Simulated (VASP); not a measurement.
# Ta3I (Pm-3m) in VASP: further runs

The runs below take Ta3I through single point, relaxation of cell and atoms, with PBE.

All numbers are computed with VASP 6.6.1; they aren't measurements. Logs are shortened: lines on timing, memory, paths and dates and some standing lists are left out, and cuts for length are marked.

## (1) The cell of the first run

Symmetry: Pm-3m, No. 221, cubic system. The conventional cell has a = 4.270 Å, b = 4.270 Å, c = 4.270 Å, α = 90.00°, β = 90.00°, γ = 90.00°. Ta (site symmetry 4/mmm) has 8 Ta at 3.02 Å and 4 I at 3.02 Å within 4.0 Å. I (site symmetry m-3m) has 12 Ta at 3.02 Å within 4.0 Å.

## (2) Single point, PBE

INCAR reads:

```
SYSTEM = Ta3I
PREC     = Accurate       ! precision mode
ENCUT    = 520            ! plane-wave cutoff, eV
EDIFF    = 1E-6           ! SCF threshold, eV
ISMEAR   = 0              ! smearing method
SIGMA    = 0.1            ! smearing width, eV
LREAL    = .False.        ! projectors in reciprocal space
LASPH    = .True.         ! aspherical terms in the spheres
NELM     = 60             ! most SCF steps
ALGO     = Normal         ! electronic algorithm
ISIF     = 2              ! what is computed and relaxed
LWAVE    = .False.        ! write WAVECAR
LCHARG   = .False.        ! write CHGCAR
GGA      = PE             ! functional
NBANDS   = 28             ! bands
```

KPOINTS reads:

```
Automatic mesh
0
Gamma
  4 4 4
  0 0 0
```

POSCAR reads:

```
Ta3I
1.0
    4.2698659113      0.0000000000      0.0000000000
    0.0000000000      4.2698659113      0.0000000000
    0.0000000000      0.0000000000      4.2698659113
Ta I
3 1
Direct
    0.0000000000      0.5000000000      0.5000000000
    0.5000000000      0.0000000000      0.5000000000
    0.5000000000      0.5000000000      0.0000000000
    0.0000000000      0.0000000000      0.0000000000
```

Potentials or basis: VASP PAW PBE potentials, release 64 (Ta_pv, I).

The run is started by

```bash
cat potpaw_PBE.64/Ta_pv/POTCAR potpaw_PBE.64/I/POTCAR > POTCAR
mpirun -np 1 vasp_std > vasp.out
```

OUTCAR:

```text
SYSTEM = Ta3I
   PREC = Accurate
   ENCUT = 520
   EDIFF = 1E-6
   ISMEAR = 0
   LREAL = .False.
   LASPH = .True.
   NELM = 60
   ISIF = 2
   GGA = PE

 ion  position               nearest neighbor table
   1  0.000  0.500  0.500-   2 3.02   3 3.02   4 3.02   3 3.02   4 3.02   2 3.02   4 3.02   4 3.02
                             2 3.02   3 3.02   3 3.02   2 3.02
   2  0.500  0.000  0.500-   1 3.02   3 3.02   4 3.02   3 3.02   4 3.02   1 3.02   3 3.02   3 3.02
                             1 3.02   4 3.02   4 3.02   1 3.02
   3  0.500  0.500  0.000-   1 3.02   2 3.02   4 3.02   1 3.02   2 3.02   2 3.02   4 3.02   2 3.02
                             1 3.02   4 3.02   1 3.02   4 3.02
   4  0.000  0.000  0.000-   1 3.02   2 3.02   3 3.02   1 3.02   2 3.02   1 3.02   3 3.02   1 3.02
                             2 3.02   3 3.02   2 3.02   3 3.02

  LATTYP: Found a simple cubic cell.
 ALAT       =     4.2698659113

  Lattice vectors:

 A1 = (   4.2698659113,   0.0000000000,   0.0000000000)
 A2 = (   0.0000000000,   4.2698659113,   0.0000000000)
 A3 = (   0.0000000000,   0.0000000000,   4.2698659113)

Analysis of symmetry for initial positions (statically):
=====================================================================
 Subroutine PRICEL returns:
 Original cell was already a primitive cell.

 Routine SETGRP: Setting up the symmetry group for a
 simple cubic supercell.

 Subroutine GETGRP returns: Found 48 space group operations
 (whereof 48 operations were pure point group operations)
 out of a pool of 48 trial point group operations.

The static configuration has the point symmetry O_h .

Analysis of symmetry for dynamics (positions and initial velocities):
=====================================================================
 Subroutine PRICEL returns:
 Original cell was already a primitive cell.

 Routine SETGRP: Setting up the symmetry group for a
 simple cubic supercell.

 Subroutine GETGRP returns: Found 48 space group operations
 (whereof 48 operations were pure point group operations)
 out of a pool of 48 trial point group operations.

The dynamic configuration has the point symmetry O_h .

 Subroutine INISYM returns: Found 48 space group operations
 (whereof 48 operations are pure point group operations),
 and found     1 'primitive' translations

----------------------------------------------------------------------------------------

                                     Primitive cell

  volume of cell :      77.8471

  direct lattice vectors                    reciprocal lattice vectors
     4.269865911  0.000000000  0.000000000     0.234199392  0.000000000  0.000000000
     0.000000000  4.269865911  0.000000000     0.000000000  0.234199392  0.000000000
     0.000000000  0.000000000  4.269865911     0.000000000  0.000000000  0.234199392

  length of vectors
     4.269865911  4.269865911  4.269865911     0.234199392  0.234199392  0.234199392

  position of ions in fractional coordinates (direct lattice)
     0.000000000  0.500000000  0.500000000
     0.500000000  0.000000000  0.500000000
     0.500000000  0.500000000  0.000000000
     0.000000000  0.000000000  0.000000000

  ion indices of the primitive-cell ions
   primitive index   ion index
                 1           1
                 2           2
                 3           3
                 4           4

----------------------------------------------------------------------------------------

 KPOINTS: Automatic mesh

Automatic generation of k-mesh.
 Grid dimensions read from file:
 generate k-points for:    4    4    4

 Generating k-lattice:

  Cartesian coordinates                     Fractional coordinates (reciprocal lattice)
     0.058549848  0.000000000  0.000000000     0.250000000  0.000000000  0.000000000
     0.000000000  0.058549848  0.000000000     0.000000000  0.250000000  0.000000000
     0.000000000  0.000000000  0.058549848     0.000000000  0.000000000  0.250000000

  Length of vectors
     0.058549848  0.058549848  0.058549848

  Shift w.r.t. Gamma in fractional coordinates (k-lattice)
     0.000000000  0.000000000  0.000000000

 Subroutine IBZKPT returns following result:
 ===========================================

 Found     10 irreducible k-points:

 Following reciprocal coordinates:
            Coordinates               Weight
  0.000000  0.000000  0.000000      1.000000
  0.250000  0.000000  0.000000      6.000000
  0.500000  0.000000  0.000000      3.000000
  0.250000  0.250000  0.000000     12.000000
  0.500000  0.250000  0.000000     12.000000
  0.500000  0.500000  0.000000      3.000000
  0.250000  0.250000  0.250000      8.000000
  0.500000  0.250000  0.250000     12.000000
  0.500000  0.500000  0.250000      6.000000
  0.500000  0.500000  0.500000      1.000000
   k-points           NKPTS =     10   k-points in BZ     NKDIM =     10   number of bands    NBANDS=     28
   number of dos      NEDOS =    301   number of ions     NIONS =      4
   total plane-waves  NPLWV =  32768
   dimension x,y,z NGX =    32 NGY =   32 NGZ =   32
   dimension x,y,z NGXF=    64 NGYF=   64 NGZF=   64
   ions per type =               3   1
   NGX,Y,Z   is equivalent  to a cutoff of  12.46, 12.46, 12.46 a.u.
   NGXF,Y,Z  is equivalent  to a cutoff of  24.92, 24.92, 24.92 a.u.
 SYSTEM =  Ta3I
   PREC   = accura    normal or accurate (medium, high low for compatibility)
   ISTART =      0    job   : 0-new  1-cont  2-samecut
   ICHARG =      2    charge: 1-file 2-atom 10-const
   ISPIN  =      1    spin polarized calculation?
   LNONCOLLINEAR =      F non collinear calculations
   LSORBIT =      F    spin-orbit coupling
   LASPH  =      T    aspherical Exc in radial PAW
   ENCUT  =  520.0 eV  38.22 Ry    6.18 a.u.   7.94  7.94  7.94*2*pi/ulx,y,z
   NELM   =     60;   NELMIN=  2; NELMDL= -5     # of ELM steps
   EDIFF  = 0.1E-05   stopping-criterion for ELM
   LREAL  =      F    real-space projection
   EDIFFG = 0.1E-04   stopping-criterion for IOM
   NSW    =      0    number of steps for IOM
   IBRION =     -1    ionic relax: 0-MD 1-quasi-New 2-CG
   NFREE  =      0    steps in history (QN), initial steepest desc. (CG)
   ISIF   =      2    stress and relaxation
   ISYM   =      2    0-nonsym 1-usesym 2-fastsym
   POTIM  = 0.5000    time-step for ionic-motion
   TEBEG  =    0.0;   TEEND  =   0.0 temperature during run
   PSTRESS=    0.0 pullay stress
   NELECT =      40.0000    total number of electrons
   NUPDOWN=      -1.0000    fix difference up-down
   EMIN   =  10.00;   EMAX   =-10.00  energy-range for DOS
   EFERMI =   0.00;   METHOD = LEGACY
   ISMEAR =     0;   SIGMA  =   0.10  broadening in eV -4-tet -1-fermi 0-gaus
   EFERMI_NEDOS =   21; number of points for ismear=-14 and -15
   IALGO  =     38    algorithm
   IMIX   =      4    mixing-type and parameters
     AMIX     =   0.40;   BMIX     =  1.00
     AMIX_MAG =   1.60;   BMIX_MAG =  1.00
  volume/ion in A,a.u.               =      19.46       131.33
  Fermi-wavevector in a.u.,A,eV,Ry     =   1.311235  2.477875 23.393009  1.719338
  Thomas-Fermi vector in A             =   2.441711
   LORBIT       =      0    0 simple, 1 ext, 2 COOP (PROOUT), +10 PAW based schemes
   GGA     = PE    functional components
   LHFCALC =     F    Hartree Fock is set to
   AEXX    =    0.0000 exact exchange contribution
   IVDW    =     0    specifies the selected vdW correction
   LEPSILON=     F    determine dielectric tensor
   LRPA    =     F    only Hartree local field effects (RPA)
 non-spin polarized calculation
 Gauss-broadening in eV      SIGMA  =   0.10
  energy-cutoff  :      520.00
  volume of cell :       77.85
 maximum number of plane-waves:      2176
 NGX is ok and might be reduce to    32
   NGX = 15   NGY = 15   NGZ = 15

 number of electron      39.9999990 magnetization

 Free energy of the ion-electron system (eV)
  ---------------------------------------------------
  ext. energy  EPLUGINS =         0.00000000
  ---------------------------------------------------
  free energy    TOTEN  =       -33.43952486 eV

  energy without entropy =      -33.41543170  energy(sigma->0) =      -33.42747828

 E-fermi :   8.4399     XC(G=0): -12.1508

 val. band max:        8.4172432699   @ k =   0.5000   0.5000   0.5000
 cond. band min:       8.4511237780   @ k =   0.2500   0.0000   0.0000
 fundamental gap:      0.0338805081
 Fermi energy:         8.4398863172

 k-point     1 :       0.0000    0.0000    0.0000
  band No.  band energies     occupation
      1     -26.6518      2.00000
      2     -26.6518      2.00000
      3     -26.6518      2.00000
      4     -26.3448      2.00000
      5     -26.3448      2.00000
      6     -26.3448      2.00000
[... 20 lines left out ...]
     27      13.7301      0.00000
     28      13.7301      0.00000

 k-point     2 :       0.2500    0.0000    0.0000
  band No.  band energies     occupation
      1     -26.6032      2.00000
      2     -26.6032      2.00000
      3     -26.5841      2.00000
      4     -26.3630      2.00000
      5     -26.3630      2.00000
      6     -26.3506      2.00000
[... 20 lines left out ...]
     27      11.2010      0.00000
     28      11.9247      0.00000

 k-point     3 :       0.5000    0.0000    0.0000
  band No.  band energies     occupation
      1     -26.5326      2.00000
      2     -26.5326      2.00000
      3     -26.4771      2.00000
      4     -26.4019      2.00000
      5     -26.4019      2.00000
      6     -26.3564      2.00000
[... 20 lines left out ...]
     27      11.3989      0.00000
     28      12.0237      0.00000

 k-point     4 :       0.2500    0.2500    0.0000
  band No.  band energies     occupation
      1     -26.6360      2.00000
      2     -26.5539      2.00000
      3     -26.4931      2.00000
      4     -26.4427      2.00000
      5     -26.3720      2.00000
      6     -26.2697      2.00000
[... 144 lines left out ...]
     27      10.7630      0.00000
     28      11.4015      0.00000

 k-point     9 :       0.5000    0.5000    0.2500
  band No.  band energies     occupation
      1     -26.6820      2.00000
      2     -26.6247      2.00000
      3     -26.5992      2.00000
      4     -26.5992      2.00000
      5     -26.2152      2.00000
      6     -26.2152      2.00000
[... 20 lines left out ...]
     27      12.0096      0.00000
     28      12.0177      0.00000

 k-point    10 :       0.5000    0.5000    0.5000
  band No.  band energies     occupation
      1     -26.7207      2.00000
      2     -26.6792      2.00000
      3     -26.6792      2.00000
      4     -26.6792      2.00000
      5     -26.1365      2.00000
      6     -26.1365      2.00000
[... 20 lines left out ...]
     27      13.2217      0.00000
     28      13.2217      0.00000

------------------------ aborting loop because EDIFF is reached ----------------------------------------

  FORCE on cell =-STRESS in cart. coord.  units (eV):
  Direction    XX          YY          ZZ          XY          YZ          ZX
  --------------------------------------------------------------------------------------
  -------------------------------------------------------------------------------------
  Total       -0.1189742     -0.1189742     -0.1189742      0.0000000     -0.0000000      0.0000000
  in kB       -2.4486167     -2.4486167     -2.4486167      0.0000000     -0.0000000      0.0000000
  external PRESSURE =      -2.4486167 kB  Pullay stress =       0.0000000 kB

 VOLUME and BASIS-vectors are now :
 -----------------------------------------------------------------------------
  energy-cutoff  :      520.00
  volume of cell :       77.85
      direct lattice vectors                 reciprocal lattice vectors
     4.269865911  0.000000000  0.000000000     0.234199392  0.000000000  0.000000000
     0.000000000  4.269865911  0.000000000     0.000000000  0.234199392  0.000000000
     0.000000000  0.000000000  4.269865911     0.000000000  0.000000000  0.234199392

 POSITION                                       TOTAL-FORCE (eV/Angst)
 -----------------------------------------------------------------------------------
      0.00000      2.13493      2.13493         0.000000      0.000000      0.000000
      2.13493      0.00000      2.13493         0.000000      0.000000      0.000000
      2.13493      2.13493      0.00000         0.000000      0.000000      0.000000
      0.00000      0.00000      0.00000         0.000000      0.000000      0.000000
 -----------------------------------------------------------------------------------
    total drift:                                0.000000     -0.000000     -0.000000

  FREE ENERGIE OF THE ION-ELECTRON SYSTEM (eV)
  ---------------------------------------------------
  free  energy   TOTEN  =       -33.4395248556 eV

  energy  without entropy=      -33.4154316980  energy(sigma->0) =      -33.42747828
```

Run time: 15 s. Hardware: 1 thread of Intel Xeon Platinum 8375C at 2.90GHz (Ice Lake), shared host; peak memory 0.18 GiB.

Results:

```yaml
Free_energy: -33.4395 eV
Pressure: -0.2 GPa
Band_gap_on_the_k_mesh: zero (bands 20 and 21 overlap by 0.91 eV)
```

Levels at points of the mesh, in eV from the Fermi level:
```csv
k point,band 17,band 18,band 19,band 20,band 21,band 22,band 23,band 24
"(0.00, 0.00, 0.00)",-3.30,-3.30,-3.30,-1.43,0.73,0.73,0.73,3.30
"(0.50, 0.00, 0.00)",-1.64,-0.97,-0.95,-0.95,-0.83,0.51,0.51,0.74
"(0.50, 0.50, 0.00)",-1.92,-0.84,-0.84,-0.49,0.45,0.59,0.59,0.77
"(0.50, 0.50, 0.50)",-0.64,-0.64,-0.64,-0.09,-0.02,0.57,0.57,0.57
```

Caveat: the k points lie up to 0.37 Å⁻¹ apart, too coarse for converged energies and pressures of a metal; spin-orbit coupling is left out, which moves the levels of the heavy elements.

## (3) Relaxation of cell and atoms, PBE

This run uses another cell than the first one, of 22.61 Å³/atom.

INCAR reads:

```
ALGO = Normal
EDIFF = 1E-7
EDIFFG = -0.04
ENCUT = 600
GGA = PE
IBRION = 2
ISIF = 3
ISMEAR = 0
LASPH = True
LCHARG = False
LREAL = False
LWAVE = False
NELM = 80
NSW = 90
PREC = Accurate
SIGMA = 0.1
```

KPOINTS reads:

```
k-points
0
Gamma
  4 4 4
```

POSCAR reads:

```
Ta3I
1.0
    4.4886895257      0.0000000000      0.0000000000
    0.0000000000      4.4886895257      0.0000000000
    0.0000000000      0.0000000000      4.4886895257
Ta I
3 1
Direct
    0.0000000000      0.5000000000      0.5000000000
    0.5000000000      0.0000000000      0.5000000000
    0.5000000000      0.5000000000      0.0000000000
    0.0000000000      0.0000000000      0.0000000000
```

Potentials or basis: VASP PAW PBE potentials, release 64 (Ta_pv, I).

The run is started by

```bash
cat potpaw_PBE.64/Ta_pv/POTCAR potpaw_PBE.64/I/POTCAR > POTCAR
mpirun -np 1 vasp_std > vasp.out
```

Run time: 72 s. Hardware: 1 thread of Intel Xeon Platinum 8375C at 2.90GHz (Ice Lake), shared host; peak memory 0.22 GiB.

The run converged. Its results:

- Free energy: -33.4419 eV
- Relaxed volume: 19.45 Å³/atom
- Relaxed cell: a = 4.269 Å, b = 4.269 Å, c = 4.269 Å, α = 90.00°, β = 90.00°, γ = 90.00°
- Space group after relaxing (to 0.1 Å): Pm-3m (No. 221)
- Energy gained by relaxing: 170.1 meV/atom
- Ionic steps: 4
- Pressure after relaxing: -0.2 GPa
- Band gap on the k mesh: zero (bands 20 and 21 overlap by 0.91 eV)

Step by step:
| step | energy change (eV) | largest force (eV/Å) | pressure (GPa) | volume (Å³) |
| --- | --- | --- | --- | --- |
| 1 | 0.0000 | 0.0000 | -15.31 | 90.44 |
| 2 | 0.5400 | 0.0000 | 36.85 | 65.00 |
| 3 | -0.6794 | 0.0000 | -0.71 | 78.13 |
| 4 | -0.6803 | 0.0000 | -0.18 | 77.82 |

Final structure:
```
Ta I
1.0
     4.26932    0.00000    0.00000
     0.00000    4.26932    0.00000
     0.00000    0.00000    4.26932
Ta I
3 1
Direct
  0.00000 0.50000 0.50000
  0.50000 0.00000 0.50000
  0.50000 0.50000 0.00000
  0.00000 0.00000 0.00000
```

Levels at points of the mesh, in eV from the Fermi level:
```tsv
k point	band 17	band 18	band 19	band 20	band 21	band 22	band 23	band 24
(0.00, 0.00, 0.00)	-3.30	-3.30	-3.30	-1.43	0.73	0.73	0.73	3.30
(0.50, 0.00, 0.00)	-1.64	-0.97	-0.95	-0.95	-0.83	0.51	0.51	0.74
(0.50, 0.50, 0.00)	-1.93	-0.84	-0.84	-0.50	0.45	0.59	0.59	0.77
(0.50, 0.50, 0.50)	-0.64	-0.64	-0.64	-0.09	-0.02	0.57	0.57	0.57
```

Caveat: spin-orbit coupling is left out, which moves the levels of the heavy elements.
